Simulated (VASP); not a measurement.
# Tl (Fm-3m) in VASP: further runs, part 2 of 2

VASP 6.6.1. Earlier steps stand in the parts before.

## (4) Single point, PBE+D3(BJ)

This run uses another cell than the first one, of 29.35 Å³/atom.

Input file INCAR:

```
PREC = Accurate
ENCUT = 520
EDIFF = 1E-7
ISMEAR = 0
SIGMA = 0.1
LREAL = False
LASPH = True
NELM = 60
ALGO = Fast
ISIF = 2
LWAVE = False
LCHARG = False
GGA = PE
IVDW = 12
NBANDS = 12
```

Input file KPOINTS:

```
Automatic mesh
0
Gamma
  14 14 14
```

Input file POSCAR:

```
Tl
1.0
    0.0000000000      2.4482740299      2.4482740299
    2.4482740299      0.0000000000      2.4482740299
    2.4482740299      2.4482740299      0.0000000000
Tl
1
Direct
    0.0000000000      0.0000000000      0.0000000000
```

Potentials or basis: VASP PAW PBE potentials, release 64 (Tl_d).

Command:

```bash
> cat potpaw_PBE.64/Tl_d/POTCAR > POTCAR
> mpirun -np 1 vasp_std > vasp.out
```

OUTCAR:

```text
PREC = Accurate
   ENCUT = 520
   EDIFF = 1E-7
   ISMEAR = 0
   LREAL = False
   LASPH = True
   NELM = 60
   ISIF = 2
   GGA = PE
   IVDW = 12
 IVDW          = 12

 ion  position               nearest neighbor table
   1  0.000  0.000  0.000-

  LATTYP: Found a face centered cubic cell.
 ALAT       =     4.8965480598

  Lattice vectors:

 A1 = (   0.0000000000,   2.4482740299,   2.4482740299)
 A2 = (   2.4482740299,   0.0000000000,   2.4482740299)
 A3 = (   2.4482740299,   2.4482740299,   0.0000000000)

Analysis of symmetry for initial positions (statically):
=====================================================================
 Subroutine PRICEL returns:
 Original cell was already a primitive cell.

 Routine SETGRP: Setting up the symmetry group for a
 face centered cubic supercell.

 Subroutine GETGRP returns: Found 48 space group operations
 (whereof 48 operations were pure point group operations)
 out of a pool of 48 trial point group operations.

The static configuration has the point symmetry O_h .

Analysis of symmetry for dynamics (positions and initial velocities):
=====================================================================
 Subroutine PRICEL returns:
 Original cell was already a primitive cell.

 Routine SETGRP: Setting up the symmetry group for a
 face centered cubic supercell.

 Subroutine GETGRP returns: Found 48 space group operations
 (whereof 48 operations were pure point group operations)
 out of a pool of 48 trial point group operations.

The dynamic configuration has the point symmetry O_h .

 Subroutine INISYM returns: Found 48 space group operations
 (whereof 48 operations are pure point group operations),
 and found     1 'primitive' translations

----------------------------------------------------------------------------------------

                                     Primitive cell

  volume of cell :      29.3501

  direct lattice vectors                    reciprocal lattice vectors
     0.000000000  2.448274030  2.448274030    -0.204225505  0.204225505  0.204225505
[... 113 lines left out ...]
   LEPSILON=     F    determine dielectric tensor
   LRPA    =     F    only Hartree local field effects (RPA)
 non-spin polarized calculation
 RMM-DIIS sequential band-by-band and
 Gauss-broadening in eV      SIGMA  =   0.10
  energy-cutoff  :      520.00
  volume of cell :       29.35
 maximum number of plane-waves:       808
 NGX is ok and might be reduce to    28
   NGX = 13   NGY = 13   NGZ = 13

 number of electron      12.9999999 magnetization

 Free energy of the ion-electron system (eV)
  ---------------------------------------------------
  ext. energy  EPLUGINS =         0.00000000
  ---------------------------------------------------
  free energy    TOTEN  =        -2.19726513 eV

  energy without entropy =       -2.19403204  energy(sigma->0) =       -2.19564859

 E-fermi :   6.2790     XC(G=0): -10.0616

 val. band max:        6.1956710723   @ k =  -0.2857   0.5000   0.2143
 cond. band min:       6.2975344711   @ k =  -0.2857   0.4286   0.2143
 fundamental gap:      0.1018633988
 Fermi energy:         6.2789535599

 k-point     1 :       0.0000    0.0000    0.0000
  band No.  band energies     occupation
      1      -5.2723      2.00000
      2      -5.2723      2.00000
      3      -5.2723      2.00000
      4      -5.0140      2.00000
      5      -5.0140      2.00000
      6      -3.5647      2.00000
      7      16.3684      0.00000
      8      16.3684      0.00000
      9      16.3684      0.00000
     10      17.2203      0.00000
     11      20.3365      0.00000
     12      21.1615      0.00000
[... 331 lines left out ...]
 k-point    24 :       0.2857    0.1429    0.0000
  band No.  band energies     occupation
      1      -5.3736      2.00000
      2      -5.1832      2.00000
      3      -5.1237      2.00000
      4      -5.0750      2.00000
      5      -4.8962      2.00000
      6      -1.9519      2.00000
      7       9.8583      0.00000
      8      13.3621      0.00000
      9      13.8649      0.00000
     10      16.3564      0.00000
     11      18.2074      0.00000
     12      22.4862      0.00000

 [... further k-points ...]

------------------------ aborting loop because EDIFF is reached ----------------------------------------

 Edisp (eV)   -0.33367

 E8    (eV) :    -0.1745

  FORCE on cell =-STRESS in cart. coord.  units (eV):
  Direction    XX          YY          ZZ          XY          YZ          ZX
  --------------------------------------------------------------------------------------
  -------------------------------------------------------------------------------------
  Total      -0.00828    -0.00828    -0.00828     0.00000    -0.00000    -0.00000
  in kB      -0.45173    -0.45173    -0.45173     0.00000    -0.00000    -0.00000
  external pressure =       -0.45 kB  Pullay stress =        0.00 kB

 VOLUME and BASIS-vectors are now :
 -----------------------------------------------------------------------------
  energy-cutoff  :      520.00
  volume of cell :       29.35
      direct lattice vectors                 reciprocal lattice vectors
     0.000000000  2.448274030  2.448274030    -0.204225505  0.204225505  0.204225505
     2.448274030  0.000000000  2.448274030     0.204225505 -0.204225505  0.204225505
     2.448274030  2.448274030  0.000000000     0.204225505  0.204225505 -0.204225505

 POSITION                                       TOTAL-FORCE (eV/Angst)
 -----------------------------------------------------------------------------------
      0.00000      0.00000      0.00000         0.000000      0.000000      0.000000
 -----------------------------------------------------------------------------------
    total drift:                               -0.000000     -0.000000     -0.000000

  FREE ENERGIE OF THE ION-ELECTRON SYSTEM (eV)
  ---------------------------------------------------
  free  energy   TOTEN  =        -2.5309352125 eV

  energy  without entropy=       -2.5277021282  energy(sigma->0) =       -2.52931867
```

stdout:

```text
POSCAR found type information on POSCAR Tl
 POSCAR found :  1 types and       1 ions
 scaLAPACK will be used
 LDA part: xc-table for (Slater+PW92), standard interpolation
 POSCAR, INCAR and KPOINTS ok, starting setup
 FFT: planning ... GRIDC
 FFT: planning ... GRID_SOFT
 FFT: planning ... GRID
 WAVECAR not read
 entering main loop
```

Run time: 27 s. Hardware: 1 thread of Intel Xeon Platinum 8488C (Sapphire Rapids), shared host; peak memory 0.18 GiB.

What came out:

```yaml
Free_energy: -2.5309 eV
Pressure: 0.0 GPa
Band_gap_on_the_k_mesh: zero (an odd number of electrons rules out a gap without spin polarisation)
Dispersion_energy_per_atom: -0.334 eV
```

Levels at points of the mesh, in eV from the Fermi level:
| k point | band 2 | band 3 | band 4 | band 5 | band 6 | band 7 | band 8 | band 9 | band 10 | band 11 |
| --- | --- | --- | --- | --- | --- | --- | --- | --- | --- | --- |
| (0.00, 0.00, 0.00) | -11.55 | -11.55 | -11.29 | -11.29 | -9.84 | 10.09 | 10.09 | 10.09 | 10.94 | 14.06 |
| (0.50, 0.00, 0.00) | -11.54 | -11.54 | -11.06 | -11.06 | -5.30 | -2.78 | 8.07 | 8.07 | 10.37 | 12.27 |
| (0.50, 0.50, 0.00) | -11.78 | -11.08 | -11.00 | -11.00 | -3.64 | -1.72 | 4.03 | 4.03 | 7.41 | 8.80 |

Caveat: spin-orbit coupling is left out, which moves the levels of the heavy elements.

## (5) Single point, PBE+D3(BJ)

This run uses another cell than the first one, of 30.00 Å³/atom.

Input file INCAR:

```
SYSTEM = Tl
PREC     = Accurate       ! precision mode
ENCUT    = 520            ! plane-wave cutoff, eV
EDIFF    = 1E-6           ! SCF threshold, eV
ISMEAR   = 0              ! smearing method
SIGMA    = 0.1            ! smearing width, eV
LREAL    = .False.        ! projectors in reciprocal space
LASPH    = .True.         ! aspherical terms in the spheres
NELM     = 60             ! most SCF steps
ALGO     = Fast           ! electronic algorithm
ISIF     = 2              ! what is computed and relaxed
LWAVE    = .False.        ! write WAVECAR
LCHARG   = .False.        ! write CHGCAR
GGA      = PE             ! functional
IVDW     = 12             ! dispersion correction
NBANDS   = 12             ! bands
```

Input file KPOINTS:

```
regular mesh
0
Gamma
  14 14 14
  0 0 0
```

Input file POSCAR:

```
Tl
1.0
    0.0000000000      2.4663412330      2.4663412330
    2.4663412330      0.0000000000      2.4663412330
    2.4663412330      2.4663412330      0.0000000000
Tl
1
Direct
    0.0000000000      0.0000000000      0.0000000000
```

Command:

```bash
> cat potpaw_PBE.64/Tl_d/POTCAR > POTCAR
> mpirun -np 1 vasp_std > vasp.out
```

Wall time 28 s (1 thread of Intel Xeon Platinum 8488C (Sapphire Rapids), shared host); peak memory 0.18 GiB.

The run converged. Its results:

| Property | Result |
| --- | --- |
| Free energy | -2.5296 eV |
| Pressure | -0.7 GPa |
| Band gap on the k mesh | zero (an odd number of electrons rules out a gap without spin polarisation) |
| Dispersion energy per atom | -0.326 eV |

Levels at points of the mesh, in eV from the Fermi level:
```tsv
k point	band 2	band 3	band 4	band 5	band 6	band 7	band 8	band 9	band 10	band 11
(0.00, 0.00, 0.00)	-11.53	-11.53	-11.29	-11.29	-9.70	9.90	9.90	9.90	10.90	13.78
(0.50, 0.00, 0.00)	-11.52	-11.52	-11.06	-11.06	-5.31	-2.69	7.92	7.92	10.33	12.02
(0.50, 0.50, 0.00)	-11.74	-11.08	-11.01	-11.01	-3.70	-1.66	3.98	3.98	7.29	8.68
```

Caveat: spin-orbit coupling is left out, which moves the levels of the heavy elements.

## (6) Single point, PBE+D3(BJ) (30.23 Å³/atom)

This run uses another cell than the first one, of 30.23 Å³/atom.

Input file INCAR:

```
SYSTEM = Tl
  ALGO = Fast
  EDIFF = 1E-6
  ENCUT = 520
  GGA = PE
  ISIF = 2
  ISMEAR = 0
  IVDW = 12
  LASPH = .TRUE.
  LCHARG = .TRUE.
  LELF = .TRUE.
  LREAL = .FALSE.
  LVHAR = .TRUE.
  LWAVE = .FALSE.
  NBANDS = 12
  NELM = 100
  PREC = Accurate
  SIGMA = 0.1
```

Input file KPOINTS:

```
k-points
0
G
  14 14 14
  0 0 0
```

Input file POSCAR:

```
Tl
1.0
    0.0000000000      2.4725159434      2.4725159434
    2.4725159434      0.0000000000      2.4725159434
    2.4725159434      2.4725159434      0.0000000000
Tl
1
Direct
    0.0000000000      0.0000000000      0.0000000000
```

Potentials or basis: VASP PAW PBE potentials, release 64 (Tl_d).

Command:

```bash
> cat potpaw_PBE.64/Tl_d/POTCAR > POTCAR
> mpirun -np 1 vasp_std > vasp.out
```

Wall time 28 s (1 thread of Intel Xeon Platinum 8488C (Sapphire Rapids), shared host); peak memory 0.18 GiB.

Results (log left out):

| Item | Value |
| --- | --- |
| Free energy | -2.5286 eV |
| Pressure | -0.9 GPa |
| Band gap on the k mesh | zero (an odd number of electrons rules out a gap without spin polarisation) |
| Dispersion energy per atom | -0.324 eV |

Levels at points of the mesh, in eV from the Fermi level:
```tsv
k point	band 2	band 3	band 4	band 5	band 6	band 7	band 8	band 9	band 10	band 11
(0.00, 0.00, 0.00)	-11.52	-11.52	-11.28	-11.28	-9.66	9.83	9.83	9.83	10.89	13.69
(0.50, 0.00, 0.00)	-11.51	-11.51	-11.07	-11.07	-5.31	-2.67	7.87	7.87	10.31	11.94
(0.50, 0.50, 0.00)	-11.73	-11.08	-11.01	-11.01	-3.72	-1.64	3.97	3.97	7.25	8.64
```

Caveat: spin-orbit coupling is left out, which moves the levels of the heavy elements.

## (7) The runs side by side

```tsv
cell	further INCAR settings	gap on the mesh (eV)	pressure (GPa)
a = 3.427 Å, angles 60.0°, 1 atom	ALGO = Fast; EDIFF = 1e-06; NBANDS = 12	none	1.0
a = 3.462 Å, angles 60.0°, 1 atom	ALGO = Fast; EDIFF = 1e-07; NBANDS = 12	none	0.0
a = 3.488 Å, angles 60.0°, 1 atom	ALGO = Fast; EDIFF = 1e-06; NBANDS = 12	none	-0.7
a = 3.497 Å, angles 60.0°, 1 atom	ALGO = Fast; EDIFF = 1e-06; NBANDS = 12	none	-0.9
```

Alike in all rows: task single point; level PBE+D3(BJ); potentials or basis VASP PAW PBE potentials, release 64 (Tl_d); no spin polarisation; k mesh 14 × 14 × 14; cutoff (eV) 520; smearing gaussian 0.1 eV.

Caveats: spin-orbit coupling is left out, which moves the levels of the heavy elements.

Total energies depend on the potentials used, so only differences within one code and one set of settings carry meaning.
